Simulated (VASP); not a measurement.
# P (Pm-3m) in VASP: notebook, part 2 of 2

VASP 6.6.1.

### 3 Elastic constants, PBE

This run uses another cell than the first one, of 14.66 Å³/atom, 1.003 times its volume.

Input file INCAR:

```
PREC = Accurate
ENCUT = 600
EDIFF = 1E-8
ISMEAR = -1
SIGMA = 0.15
LREAL = F
LASPH = T
NELM = 100
ALGO = Normal
ISIF = 3
LWAVE = F
LCHARG = F
GGA = PE
NBANDS = 8
IBRION = 6
NFREE = 2
POTIM = 0.015
NSW = 1
```

Input file KPOINTS:

```
Automatic mesh
0
Gamma
  24 24 24
```

Input file POSCAR:

```
P
1.0
    2.4472103834      0.0000000000      0.0000000000
    0.0000000000      2.4472103834      0.0000000000
    0.0000000000      0.0000000000      2.4472103834
P
1
Direct
    0.5000000000      0.5000000000      0.5000000000
```

Potentials or basis: VASP PAW PBE potentials, release 64 (P).

On the command line:

```sh
$ cat potpaw_PBE.64/P/POTCAR > POTCAR
$ mpirun -np 1 vasp_std > vasp.out
```

OUTCAR:

```text
PREC = Accurate
   ENCUT = 600
   EDIFF = 1E-8
   ISMEAR = -1
   LREAL = F
   LASPH = T
   NELM = 100
   ISIF = 3
   GGA = PE
   IBRION = 6
   NFREE = 2
   POTIM = 0.015
   NSW = 1

 ion  position               nearest neighbor table
   1  0.500  0.500  0.500-

  LATTYP: Found a simple cubic cell.
 ALAT       =     2.4472103834

  Lattice vectors:

 A1 = (   2.4472103834,   0.0000000000,   0.0000000000)
 A2 = (   0.0000000000,   2.4472103834,   0.0000000000)
 A3 = (   0.0000000000,   0.0000000000,   2.4472103834)

Analysis of symmetry for initial positions (statically):
=====================================================================
 Subroutine PRICEL returns:
 Original cell was already a primitive cell.

 Routine SETGRP: Setting up the symmetry group for a
 simple cubic supercell.

 Subroutine GETGRP returns: Found 48 space group operations
 (whereof 48 operations were pure point group operations)
 out of a pool of 48 trial point group operations.

The static configuration has the point symmetry O_h .

Analysis of symmetry for dynamics (positions and initial velocities):
=====================================================================
 Subroutine PRICEL returns:
 Original cell was already a primitive cell.

 Routine SETGRP: Setting up the symmetry group for a
 simple cubic supercell.

 Subroutine GETGRP returns: Found 48 space group operations
 (whereof 48 operations were pure point group operations)
 out of a pool of 48 trial point group operations.

The dynamic configuration has the point symmetry O_h .

 Subroutine INISYM returns: Found 48 space group operations
 (whereof 48 operations are pure point group operations),
 and found     1 'primitive' translations

----------------------------------------------------------------------------------------

                                     Primitive cell

  volume of cell :      14.6559

  direct lattice vectors                    reciprocal lattice vectors
     2.447210383  0.000000000  0.000000000     0.408628538  0.000000000  0.000000000
     0.000000000  2.447210383  0.000000000     0.000000000  0.408628538  0.000000000
     0.000000000  0.000000000  2.447210383     0.000000000  0.000000000  0.408628538

  length of vectors
     2.447210383  2.447210383  2.447210383     0.408628538  0.408628538  0.408628538

  position of ions in fractional coordinates (direct lattice)
     0.500000000  0.500000000  0.500000000

  ion indices of the primitive-cell ions
   primitive index   ion index
                 1           1

[... 217 lines left out ...]
  FREE ENERGIE OF THE ION-ELECTRON SYSTEM (eV)
  ---------------------------------------------------
  free  energy   TOTEN  =        -5.2808422677 eV

  energy  without entropy=       -5.2561768835  energy(sigma->0) =       -5.26850958

[... ionic steps 4 to 12 ...]

--------------------------------------- Ionic step       13  -------------------------------------------

 number of electron       5.0000001 magnetization

------------------------ aborting loop because EDIFF is reached ----------------------------------------
[... 65 lines left out ...]
--------------------------------------- Ionic step       15  -------------------------------------------

 number of electron       5.0000001 magnetization

 Free energy of the ion-electron system (eV)
  ---------------------------------------------------
  ext. energy  EPLUGINS =         0.00000000
  ---------------------------------------------------
  free energy    TOTEN  =        -5.28284439 eV

  energy without entropy =       -5.25700498  energy(sigma->0) =       -5.26992469

 E-fermi :   9.5676     XC(G=0): -11.2497

 val. band max:        9.5648861976   @ k =   0.4583   0.4583   0.4167
 cond. band min:       9.5872479126   @ k =   0.4167   0.2500   0.0000
 fundamental gap:      0.0223617150
 Fermi energy:         9.5676324322

 k-point     1 :       0.0000    0.0000    0.0000
  band No.  band energies     occupation
      1      -6.8829      2.00000
      2      14.5339      0.00000
      3      14.5339      0.00000
      4      14.5339      0.00000
      5      16.3647      0.00000
      6      16.3647      0.00000
      7      23.7558      0.00000
      8      33.8895      0.00000
[... 243 lines left out ...]
 k-point    24 :       0.4583    0.0417    0.0000
  band No.  band energies     occupation
      1      -2.7638      2.00000
      2       1.2616      2.00000
      3      16.4815      0.00000
      4      17.2698      0.00000
      5      19.5177      0.00000
      6      23.2064      0.00000
      7      24.0755      0.00000
      8      26.2847      0.00000

 [... further k-points ...]

------------------------ aborting loop because EDIFF is reached ----------------------------------------

  FORCE on cell =-STRESS in cart. coord.  units (eV):
  Direction    XX          YY          ZZ          XY          YZ          ZX
  --------------------------------------------------------------------------------------
  -------------------------------------------------------------------------------------
  Total       -0.0223607     -0.0223607     -0.0223607      0.0000000      0.0000000     -0.0000000
  in kB       -2.4444502     -2.4444502     -2.4444502      0.0000000      0.0000000     -0.0000000
  external PRESSURE =      -2.4444502 kB  Pullay stress =       0.0000000 kB
[... 16 lines left out ...]
  FREE ENERGIE OF THE ION-ELECTRON SYSTEM (eV)
  ---------------------------------------------------
  free  energy   TOTEN  =        -5.2828443924 eV

  energy  without entropy=       -5.2570049808  energy(sigma->0) =       -5.26992469

 INTERNAL STRAIN TENSORS FROM STRAINED CELLS
 ============================================

 INTERNAL STRAIN TENSOR FOR ION    1 for displacements in x,y,z  (eV/Angst):
          X           Y           Z          XY          YZ          ZX
  --------------------------------------------------------------------------------
  x     0.00000     0.00000     0.00000     0.00000     0.00000    -0.00000
  y     0.00000     0.00000     0.00000     0.00000     0.00000     0.00000
  z     0.00000     0.00000     0.00000     0.00000     0.00000     0.00000

 INTERNAL STRAIN TENSORS FROM DISPLACED ATOMS
 ============================================

 INTERNAL STRAIN TENSOR FOR ION    1 for displacements in x,y,z  (eV/Angst):
          X           Y           Z          XY          YZ          ZX
  --------------------------------------------------------------------------------
  x     0.00000     0.00000     0.00000     0.00000     0.00000     0.00000
  y     0.00000     0.00000     0.00000     0.00000     0.00000     0.00000
  z     0.00000     0.00000     0.00000     0.00000     0.00000     0.00000

 Eigenvectors and eigenvalues of the dynamical matrix
 ----------------------------------------------------

   1 f  =    0.000000 THz     0.000000 2PiTHz    0.000000 cm-1     0.000000 meV
             X         Y         Z           dx          dy          dz
      1.223605  1.223605  1.223605     1.000000    0.000000    0.000000

   2 f  =    0.000000 THz     0.000000 2PiTHz    0.000000 cm-1     0.000000 meV
             X         Y         Z           dx          dy          dz
      1.223605  1.223605  1.223605     0.000000    1.000000    0.000000

   3 f  =    0.000000 THz     0.000000 2PiTHz    0.000000 cm-1     0.000000 meV
             X         Y         Z           dx          dy          dz
      1.223605  1.223605  1.223605     0.000000    0.000000    1.000000

--------------------------------------------------------------------------------------------------------

 ELASTIC MODULI CONTR FROM IONIC RELAXATION (kBar)
 Direction    XX          YY          ZZ          XY          YZ          ZX
 --------------------------------------------------------------------------------
 XX           0.0000      0.0000      0.0000      0.0000      0.0000      0.0000
 YY           0.0000      0.0000      0.0000      0.0000      0.0000      0.0000
 ZZ           0.0000      0.0000      0.0000      0.0000      0.0000      0.0000
 XY           0.0000      0.0000      0.0000      0.0000      0.0000      0.0000
 YZ           0.0000      0.0000      0.0000      0.0000      0.0000      0.0000
 ZX           0.0000      0.0000      0.0000      0.0000      0.0000      0.0000
 --------------------------------------------------------------------------------

 TOTAL ELASTIC MODULI (kBar)
 Direction    XX          YY          ZZ          XY          YZ          ZX
 --------------------------------------------------------------------------------
 XX        2207.5799    479.3227    479.3227     -0.0000      0.0000     -0.0000
 YY         479.3227   2207.5799    479.3227     -0.0000      0.0000      0.0000
 ZZ         479.3227    479.3227   2207.5799      0.0000     -0.0000      0.0000
 XY          -0.0000     -0.0000      0.0000    644.3152      0.0000      0.0000
 YZ           0.0000      0.0000     -0.0000      0.0000    644.3152      0.0000
 ZX          -0.0000      0.0000      0.0000      0.0000      0.0000    644.3152
 --------------------------------------------------------------------------------
```

Run time: 16 min. Hardware: 1 thread of Intel Xeon Platinum 8488C (Sapphire Rapids), shared host; peak memory 0.81 GiB.

Results:

```
Elastic constants C11, C12, C44 : 221, 48, 64 GPa
Voigt bulk modulus              : 106 GPa
```

Elastic tensor in Voigt notation (GPa, in the Cartesian axes of the cell as first typed):
```
221  48  48   0   0   0
 48 221  48   0   0   0
 48  48 221   0   0   0
  0   0   0  64   0   0
  0   0   0   0  64   0
  0   0   0   0   0  64
```

Clamped-ion elastic tensor (GPa):
```
221  48  48   0   0   0
 48 221  48   0   0   0
 48  48 221   0   0   0
  0   0   0  64   0   0
  0   0   0   0  64   0
  0   0   0   0   0  64
```

### 4 Vibrations by perturbation theory, PBE

This run uses another cell than the first one, of 14.66 Å³/atom, 1.003 times its volume.

Input file INCAR:

```
SYSTEM = P
ALGO = Normal
EDIFF = 1E-8
ENCUT = 520
GGA = PE
IBRION = 8
ISIF = 2
ISMEAR = -1
LASPH = .TRUE.
LCHARG = .FALSE.
LREAL = .FALSE.
LWAVE = .FALSE.
NBANDS = 8
NELM = 60
NSW = 1
PREC = Accurate
SIGMA = 0.15
```

Input file KPOINTS:

```
k-points
0
G
  24 24 24
  0 0 0
```

POSCAR is that of step 3.

Potentials or basis: VASP PAW PBE potentials, release 64 (P).

On the command line:

```sh
$ cat potpaw_PBE.64/P/POTCAR > POTCAR
$ mpirun -np 1 vasp_std > vasp.out
```

OUTCAR:

```text
SYSTEM = P
   EDIFF = 1E-8
   ENCUT = 520
   GGA = PE
   IBRION = 8
   ISIF = 2
   ISMEAR = -1
   LASPH = .TRUE.
   LREAL = .FALSE.
   NELM = 60
   NSW = 1
   PREC = Accurate

 ion  position               nearest neighbor table
   1  0.500  0.500  0.500-

  LATTYP: Found a simple cubic cell.
 ALAT       =     2.4472103834

  Lattice vectors:

 A1 = (   2.4472103834,   0.0000000000,   0.0000000000)
 A2 = (   0.0000000000,   2.4472103834,   0.0000000000)
 A3 = (   0.0000000000,   0.0000000000,   2.4472103834)

Analysis of symmetry for initial positions (statically):
=====================================================================
 Subroutine PRICEL returns:
 Original cell was already a primitive cell.

 Routine SETGRP: Setting up the symmetry group for a
 simple cubic supercell.

 Subroutine GETGRP returns: Found 48 space group operations
 (whereof 48 operations were pure point group operations)
 out of a pool of 48 trial point group operations.

The static configuration has the point symmetry O_h .

Analysis of symmetry for dynamics (positions and initial velocities):
=====================================================================
 Subroutine PRICEL returns:
 Original cell was already a primitive cell.

 Routine SETGRP: Setting up the symmetry group for a
 simple cubic supercell.

 Subroutine GETGRP returns: Found 48 space group operations
 (whereof 48 operations were pure point group operations)
 out of a pool of 48 trial point group operations.

The dynamic configuration has the point symmetry O_h .

 Subroutine INISYM returns: Found 48 space group operations
 (whereof 48 operations are pure point group operations),
 and found     1 'primitive' translations

----------------------------------------------------------------------------------------

                                     Primitive cell

  volume of cell :      14.6559

  direct lattice vectors                    reciprocal lattice vectors
     2.447210383  0.000000000  0.000000000     0.408628538  0.000000000  0.000000000
     0.000000000  2.447210383  0.000000000     0.000000000  0.408628538  0.000000000
     0.000000000  0.000000000  2.447210383     0.000000000  0.000000000  0.408628538

  length of vectors
     2.447210383  2.447210383  2.447210383     0.408628538  0.408628538  0.408628538

  position of ions in fractional coordinates (direct lattice)
     0.500000000  0.500000000  0.500000000

  ion indices of the primitive-cell ions
   primitive index   ion index
                 1           1

----------------------------------------------------------------------------------------

 KPOINTS: k-points

Automatic generation of k-mesh.
 Grid dimensions read from file:
 generate k-points for:   24   24   24
[... 107 lines left out ...]
  ext. energy  EPLUGINS =         0.00000000
  ---------------------------------------------------
  free energy    TOTEN  =        -5.28265966 eV

  energy without entropy =       -5.25682060  energy(sigma->0) =       -5.26974013

 E-fermi :   9.5678     XC(G=0): -11.2497

 val. band max:        9.5650162873   @ k =   0.4583   0.4583   0.4167
 cond. band min:       9.5873920287   @ k =   0.4167   0.2500   0.0000
 fundamental gap:      0.0223757414
 Fermi energy:         9.5677607275

 k-point     1 :       0.0000    0.0000    0.0000
  band No.  band energies     occupation
      1      -6.8829      2.00000
      2      14.5340      0.00000
      3      14.5340      0.00000
      4      14.5340      0.00000
      5      16.3649      0.00000
      6      16.3649      0.00000
      7      23.7558      0.00000
      8      33.8898      0.00000
[... 243 lines left out ...]
 k-point    24 :       0.4583    0.0417    0.0000
  band No.  band energies     occupation
      1      -2.7637      2.00000
      2       1.2617      2.00000
      3      16.4816      0.00000
      4      17.2699      0.00000
      5      19.5181      0.00000
      6      23.2068      0.00000
      7      24.0760      0.00000
      8      26.2848      0.00000

 [... further k-points ...]

------------------------ aborting loop because EDIFF is reached ----------------------------------------

  FORCE on cell =-STRESS in cart. coord.  units (eV):
  Direction    XX          YY          ZZ          XY          YZ          ZX
  --------------------------------------------------------------------------------------
  -------------------------------------------------------------------------------------
  Total       -0.0243305     -0.0243305     -0.0243305      0.0000000     -0.0000000      0.0000000
  in kB       -2.6597878     -2.6597878     -2.6597878      0.0000000     -0.0000000      0.0000000
  external PRESSURE =      -2.6597878 kB  Pullay stress =       0.0000000 kB

 VOLUME and BASIS-vectors are now :
 -----------------------------------------------------------------------------
  energy-cutoff  :      520.00
  volume of cell :       14.66
      direct lattice vectors                 reciprocal lattice vectors
     2.447210383  0.000000000  0.000000000     0.408628538  0.000000000  0.000000000
     0.000000000  2.447210383  0.000000000     0.000000000  0.408628538  0.000000000
     0.000000000  0.000000000  2.447210383     0.000000000  0.000000000  0.408628538

 POSITION                                       TOTAL-FORCE (eV/Angst)
 -----------------------------------------------------------------------------------
      1.22361      1.22361      1.22361         0.000000      0.000000      0.000000
 -----------------------------------------------------------------------------------
    total drift:                               -0.000000      0.000000      0.000000

  FREE ENERGIE OF THE ION-ELECTRON SYSTEM (eV)
  ---------------------------------------------------
  free  energy   TOTEN  =        -5.2826596581 eV

  energy  without entropy=       -5.2568206022  energy(sigma->0) =       -5.26974013

[... ionic steps 2 to 3 ...]

--------------------------------------- Ionic step        4  -------------------------------------------

 Free energy of the ion-electron system (eV)
  ---------------------------------------------------
  ---------------------------------------------------
  free energy    TOTEN  =        -0.02935896 eV

  energy without entropy =       -0.02935896

------------------------ aborting loop because EDIFF is reached ----------------------------------------

 INTERNAL STRAIN TENSOR  FOR ION    1  DIRECTION 1   (eV/Angst):
 -----------------------------------------------------------------------------
    -0.05475 -0.00000  0.00000
     0.00000  0.01806 -0.00000
    -0.00000 -0.00000  0.01806

 INTERNAL STRAIN TENSOR FOR ION    1 for displacements in x,y,z  (eV/Angst):
          X           Y           Z          XY          YZ          ZX
  --------------------------------------------------------------------------------
  x     0.00000     0.00000     0.00000     0.00000     0.00000     0.00000
  y     0.00000     0.00000     0.00000     0.00000     0.00000     0.00000
  z     0.00000     0.00000     0.00000     0.00000     0.00000     0.00000

 SECOND DERIVATIVES (NOT SYMMETRIZED)
 ------------------------------------
               1X          1Y          1Z
  1X     0.000423   -0.000000    0.000000
  1Y     0.000000    0.000423   -0.000000
  1Z     0.000000    0.000000    0.000423

 Eigenvectors and eigenvalues of the dynamical matrix
 ----------------------------------------------------

   1 f/i=    0.057769 THz     0.362976 2PiTHz    1.926982 cm-1     0.238915 meV
             X         Y         Z           dx          dy          dz
      1.223605  1.223605  1.223605     0.634183   -0.773183    0.000000

   2 f/i=    0.057769 THz     0.362976 2PiTHz    1.926982 cm-1     0.238915 meV
             X         Y         Z           dx          dy          dz
      1.223605  1.223605  1.223605    -0.773183   -0.634183    0.000000

   3 f/i=    0.057769 THz     0.362976 2PiTHz    1.926982 cm-1     0.238915 meV
             X         Y         Z           dx          dy          dz
      1.223605  1.223605  1.223605     0.000000    0.000000    1.000000

--------------------------------------------------------------------------------------------------------

 ELASTIC MODULI CONTR FROM IONIC RELAXATION (kBar)
 Direction    XX          YY          ZZ          XY          YZ          ZX
 --------------------------------------------------------------------------------
 XX           0.0000      0.0000      0.0000      0.0000      0.0000      0.0000
 YY           0.0000      0.0000      0.0000      0.0000      0.0000      0.0000
 ZZ           0.0000      0.0000      0.0000      0.0000      0.0000      0.0000
 XY           0.0000      0.0000      0.0000      0.0000      0.0000      0.0000
 YZ           0.0000      0.0000      0.0000      0.0000      0.0000      0.0000
 ZX           0.0000      0.0000      0.0000      0.0000      0.0000      0.0000
 --------------------------------------------------------------------------------
```

OSZICAR:

```text
N       E                     dE             d eps       ncg     rms          rms(c)
DAV:   1     0.401709064119E+01    0.40171E+01   -0.22281E+03  7560   0.473E+02
DAV:   2    -0.519719384231E+01   -0.92143E+01   -0.88723E+01 10288   0.579E+01
DAV:   3    -0.527931565050E+01   -0.82122E-01   -0.81998E-01  8488   0.696E+00
[... 22 lines left out ...]
RMM:   5    -0.293601069849E-01   -0.14218E-04   -0.56579E-08 31310   0.192E-03    0.141E-03
RMM:   6    -0.293604876414E-01   -0.38066E-06   -0.19455E-09 31239   0.323E-04    0.341E-04
RMM:   7    -0.293589456501E-01    0.15420E-05   -0.67540E-10 31870   0.203E-04    0.195E-05
RMM:   8    -0.293589653319E-01   -0.19682E-07   -0.57562E-11 32538   0.139E-05    0.713E-06
RMM:   9    -0.293589648741E-01    0.45779E-09    0.18422E-10 32172   0.106E-05    0.139E-06
 Linear response finished
```

stdout:

```text
POSCAR found type information on POSCAR P
 POSCAR found :  1 types and       1 ions
 scaLAPACK will be used
 LDA part: xc-table for (Slater+PW92), standard interpolation
 POSCAR, INCAR and KPOINTS ok, starting setup
 FFT: planning ... GRIDC
 FFT: planning ... GRID_SOFT
 FFT: planning ... GRID
 WAVECAR not read
 entering main loop
 Linear response reoptimize wavefunctions to high precision
 Linear response DOF=           1
 Linear response progress:
 first order change of Fermi-energy  -0.75671E-03
 force on displaced ion       1 direction 1 :   0.000  -0.000   0.000
 Linear response finished
```

It took 1.8 min on 1 thread of Intel Xeon Platinum 8488C (Sapphire Rapids), shared host; peak memory 0.35 GiB.
